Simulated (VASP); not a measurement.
# CdC2 (I4/mmm) in VASP: vibrations by perturbation theory with LDA

Aim: the vibrations by perturbation theory of CdC2 with LDA.

Everything below comes from runs of VASP 6.6.1. Logs are shortened: lines on timing, memory, paths and dates and some standing lists are left out, and cuts for length are marked.

### Step 1. The cell of the first run

It takes space group I4/mmm (No. 139, tetragonal). The conventional cell has a = 3.907 Å, b = 3.907 Å, c = 5.412 Å, α = 90.00°, β = 90.00°, γ = 90.00°. Cd (site symmetry 4/mmm) has 10 C at 2.09 to 2.83 Å within 2.9 Å. C (site symmetry 4mm) has 1 C at 1.24 Å within 1.7 Å.

### Step 2. Vibrations by perturbation theory, LDA

INCAR reads:

```
  ALGO = Normal
  EDIFF = 1E-8
  ENCUT = 520
  GGA = CA
  IBRION = 8
  ISIF = 2
  ISMEAR = 0
  LASPH = True
  LCHARG = False
  LEPSILON = True
  LREAL = False
  LWAVE = False
  NELM = 80
  NSW = 1
  PREC = Accurate
  SIGMA = 0.01
```

KPOINTS reads:

```
k-points
0
Gamma
  8 8 8
```

POSCAR reads:

```
CdC2
1.0
   -1.9537169887      1.9537169887      2.7059619879
    1.9537169887     -1.9537169887      2.7059619879
    1.9537169887      1.9537169887     -2.7059619879
Cd C
1 2
Direct
    0.0000000000      0.0000000000      0.0000000000
    0.6144185111      0.6144185111      0.0000000000
    0.3855814889      0.3855814889      0.0000000000
```

Potentials or basis: VASP PAW LDA potentials, release 64 (Cd, C).

The run is started by

```console
> cat potpaw_LDA.64/Cd/POTCAR potpaw_LDA.64/C/POTCAR > POTCAR
> mpirun -np 1 vasp_std > vasp.out
```

OUTCAR:

```text
EDIFF = 1E-8
   ENCUT = 520
   GGA = CA
   IBRION = 8
   ISIF = 2
   ISMEAR = 0
   LASPH = True
   LEPSILON = True
   LREAL = False
   NELM = 80
   NSW = 1
   PREC = Accurate

 ion  position               nearest neighbor table
   1  0.000  0.000  0.000-   2 2.09   3 2.09   2 2.83   3 2.83   2 2.83   2 2.83   2 2.83   3 2.83
                             3 2.83   3 2.83
   2  0.614  0.614  0.000-   3 1.24   1 2.09   1 2.83   1 2.83   1 2.83   1 2.83
   3  0.386  0.386  0.000-   2 1.24   1 2.09   1 2.83   1 2.83   1 2.83   1 2.83

  LATTYP: Found a body centered tetragonal cell.
 ALAT       =     3.9074339774
 C/A-ratio  =     1.3850327369

  Lattice vectors:

 A1 = (  -1.9537169887,   1.9537169887,   2.7059619879)
 A2 = (   1.9537169887,  -1.9537169887,   2.7059619879)
 A3 = (   1.9537169887,   1.9537169887,  -2.7059619879)

Analysis of symmetry for initial positions (statically):
=====================================================================
 Subroutine PRICEL returns:
 Original cell was already a primitive cell.

 Routine SETGRP: Setting up the symmetry group for a
 body centered tetragonal supercell.

 Subroutine GETGRP returns: Found 16 space group operations
 (whereof 16 operations were pure point group operations)
 out of a pool of 16 trial point group operations.

The static configuration has the point symmetry D_4h.

Analysis of symmetry for dynamics (positions and initial velocities):
=====================================================================
 Subroutine PRICEL returns:
 Original cell was already a primitive cell.

 Routine SETGRP: Setting up the symmetry group for a
 body centered tetragonal supercell.

 Subroutine GETGRP returns: Found 16 space group operations
 (whereof 16 operations were pure point group operations)
 out of a pool of 16 trial point group operations.

The dynamic configuration has the point symmetry D_4h.

 Subroutine INISYM returns: Found 16 space group operations
 (whereof 16 operations are pure point group operations),
 and found     1 'primitive' translations

----------------------------------------------------------------------------------------

                                     Primitive cell

  volume of cell :      41.3147

  direct lattice vectors                    reciprocal lattice vectors
    -1.953716989  1.953716989  2.705961988     0.000000000  0.255922430  0.184777171
     1.953716989 -1.953716989  2.705961988     0.255922430  0.000000000  0.184777171
     1.953716989  1.953716989 -2.705961988     0.255922430  0.255922430  0.000000000

  length of vectors
     3.867331176  3.867331176  3.867331176     0.315656290  0.315656290  0.361928972

  position of ions in fractional coordinates (direct lattice)
     0.000000000  0.000000000  0.000000000
     0.614418511  0.614418511  0.000000000
     0.385581489  0.385581489  0.000000000

  ion indices of the primitive-cell ions
   primitive index   ion index
                 1           1
                 2           2
                 3           3

----------------------------------------------------------------------------------------

 KPOINTS: k-points

Automatic generation of k-mesh.
 Grid dimensions read from file:
 generate k-points for:    8    8    8

 Generating k-lattice:
[... 585 lines left out ...]
    -0.00068  0.00000 -0.00000
     0.00000 -0.00068 -0.00000
    -0.00000  0.00000  0.00188

--------------------------------------- Ionic step        4  -------------------------------------------

------------------------ aborting loop because EDIFF is reached ----------------------------------------

[... ionic steps 5 to 5 ...]

--------------------------------------- Ionic step        6  -------------------------------------------

------------------------ aborting loop because EDIFF is reached ----------------------------------------

--------------------------------------- Ionic step        7  -------------------------------------------

------------------------ aborting loop because EDIFF is reached ----------------------------------------

[... ionic steps 8 to 8 ...]

--------------------------------------- Ionic step        9  -------------------------------------------

 Free energy of the ion-electron system (eV)
  ---------------------------------------------------
  ---------------------------------------------------
  free energy    TOTEN  =        -0.13618068 eV

  energy without entropy =       -0.13618068

------------------------ aborting loop because EDIFF is reached ----------------------------------------

 INTERNAL STRAIN TENSOR  FOR ION    2  DIRECTION 3   (eV/Angst):
 -----------------------------------------------------------------------------
     0.98848  0.00000  0.00000
     0.00000  0.98848  0.00000
     0.00000 -0.00000-77.12262

 MACROSCOPIC STATIC DIELECTRIC TENSOR (including local field effects in DFT)
 ------------------------------------------------------
           4.913617     0.000000     0.000000
           0.000000     4.913617     0.000000
          -0.000000    -0.000000     6.053111
 ------------------------------------------------------

 PIEZOELECTRIC TENSOR (including local field effects)  for field in x, y, z        (e  Angst)
          XX          YY          ZZ          XY          YZ          ZX
  --------------------------------------------------------------------------------
  x     0.00000     0.00000     0.00000     0.00000     0.00000     0.00000
  y     0.00000     0.00000     0.00000     0.00000     0.00000     0.00000
  z     0.00000     0.00000     0.00000     0.00000     0.00000     0.00000

 PIEZOELECTRIC TENSOR (including local field effects)  for field in x, y, z        (C/m^2)
          XX          YY          ZZ          XY          YZ          ZX
  --------------------------------------------------------------------------------
  x     0.00000     0.00000     0.00000     0.00000     0.00000     0.00000
  y     0.00000     0.00000     0.00000     0.00000     0.00000     0.00000
  z     0.00000     0.00000     0.00000     0.00000     0.00000     0.00000

 BORN EFFECTIVE CHARGES (including local field effects) (in |e|, cummulative output)
 ---------------------------------------------------------------------------------
 ion    1
    1     2.61231    -0.00000     0.00000
    2     0.00000     2.61231     0.00000
    3     0.00000     0.00000     1.82098
 ion    2
    1    -1.30615    -0.00000     0.00000
    2     0.00000    -1.30615     0.00000
    3     0.00000     0.00000    -0.91049
 ion    3
    1    -1.30615    -0.00000     0.00000
    2     0.00000    -1.30615     0.00000
    3     0.00000     0.00000    -0.91049

 INTERNAL STRAIN TENSOR FOR ION    3 for displacements in x,y,z  (eV/Angst):
          X           Y           Z          XY          YZ          ZX
  --------------------------------------------------------------------------------
  x     0.00000     0.00000     0.00000     0.00000     0.00000    -1.50649
  y     0.00000     0.00000     0.00000     0.00000    -2.07837     0.00000
  z    -0.98848    -0.98848    77.12262     0.00000     0.00000     0.00000

 SECOND DERIVATIVES (NOT SYMMETRIZED)
 ------------------------------------
               1X          1Y          1Z          2X          2Y          2Z          3X          3Y          3Z
  1X     1.411117    0.000000    0.000000   -0.705559    0.000000    0.000000   -0.705559    0.000000    0.000000
  1Y     0.000000    1.411117    0.000000    0.000000   -0.705559    0.000000    0.000000   -0.705559    0.000000
  1Z     0.000000    0.000000  -22.193837    0.000000    0.000000   11.096918    0.000000    0.000000   11.096918
  2X    -0.721662    0.000000    0.000000   -2.082868    0.000000    0.000000    2.804530    0.000000    0.000000
  2Y     0.000000   -0.721662    0.000000    0.000000   -2.082868    0.000000    0.000000    2.804530    0.000000
  2Z     0.000000    0.000000   11.089721    0.000000   -0.000000  -96.700825    0.000000    0.000000   85.611104
  3X    -0.721662    0.000000    0.000000    2.804530    0.000000    0.000000   -2.082868    0.000000    0.000000
  3Y     0.000000   -0.721662    0.000000    0.000000    2.804530    0.000000    0.000000   -2.082868    0.000000
  3Z     0.000000    0.000000   11.089721    0.000000    0.000000   85.611104    0.000000   -0.000000  -96.700825

 Eigenvectors and eigenvalues of the dynamical matrix
 ----------------------------------------------------

   1 f  =   60.907207 THz   382.691270 2PiTHz 2031.645747 cm-1   251.891856 meV
             X         Y         Z           dx          dy          dz
      0.000000  0.000000  0.000000     0.000000    0.000000    0.000000
      0.000000  0.000000  3.325186    -0.000000   -0.000000   -0.707107
      0.000000  0.000000  2.086738     0.000000    0.000000    0.707107
[... 43 lines left out ...]
   9 f/i=    4.213398 THz    26.473562 2PiTHz  140.543839 cm-1    17.425207 meV
             X         Y         Z           dx          dy          dz
      0.000000  0.000000  0.000000     0.363778    0.201244   -0.000000
      0.000000  0.000000  3.325186    -0.562735   -0.311307   -0.000000
      0.000000  0.000000  2.086738    -0.562735   -0.311307   -0.000000

--------------------------------------------------------------------------------------------------------

 MACROSCOPIC STATIC DIELECTRIC TENSOR IONIC CONTRIBUTION
 ------------------------------------------------------
          -0.000000    -0.000000    -0.000000
          -0.000000    -0.000000    -0.000000
          -0.000000    -0.000000     0.654536
 ------------------------------------------------------

 ELASTIC MODULI CONTR FROM IONIC RELAXATION (kBar)
 Direction    XX          YY          ZZ          XY          YZ          ZX
 --------------------------------------------------------------------------------
 XX          -0.4157     -0.4157     32.4318      0.0000     -0.0000      0.0000
 YY          -0.4157     -0.4157     32.4318      0.0000     -0.0000      0.0000
 ZZ          32.4318     32.4318  -2530.3703      0.0000      0.0000     -0.0000
 XY           0.0000      0.0000      0.0000      0.0000      0.0000      0.0000
 YZ          -0.0000     -0.0000      0.0000      0.0000    -68.5495     -0.0000
 ZX           0.0000      0.0000     -0.0000      0.0000     -0.0000    -36.0158
 --------------------------------------------------------------------------------

 PIEZOELECTRIC TENSOR IONIC CONTR  for field in x, y, z        (C/m^2)
          XX          YY          ZZ          XY          YZ          ZX
  --------------------------------------------------------------------------------
  x     0.00000     0.00000    -0.00000     0.00000    -0.00000    -0.00000
  y     0.00000     0.00000    -0.00000     0.00000     0.00000    -0.00000
  z    -0.00000    -0.00000     0.00000     0.00000     0.00000    -0.00000
```

Run time: 4.6 min. Hardware: 1 thread of Intel Xeon 6975P-C (Granite Rapids), shared host; peak memory 0.34 GiB.

What came out:

```yaml
Electronic_dielectric_tensor_diagonal: 4.91, 4.91, 6.05
Born_charges_mean_of_the_diagonal: Cd +2.35; C -1.17 e
Highest_phonon_frequency_at_Γ: 2032 cm⁻¹
Most_unstable_mode: 141i cm⁻¹
```

Phonon frequencies in cm⁻¹ (negative: imaginary):
```
              q point                       frequencies
(0.000, 0.000, 0.000)  -141 -141 0 1 1 333 333 552 2032
```

Electronic dielectric tensor:
```
4.91 0.00 0.00
0.00 4.91 0.00
0.00 0.00 6.05
```

Born effective charge tensors (e):
atom 1, Cd
```
2.61 0.00 0.00
0.00 2.61 0.00
0.00 0.00 1.82
```
atom 2, C
```
-1.31  0.00  0.00
 0.00 -1.31  0.00
 0.00  0.00 -0.91
```
atom 3, C
```
-1.31  0.00  0.00
 0.00 -1.31  0.00
 0.00  0.00 -0.91
```

Caveat: the cell stands under pressure or tension, which shifts response properties; some modes are imaginary.
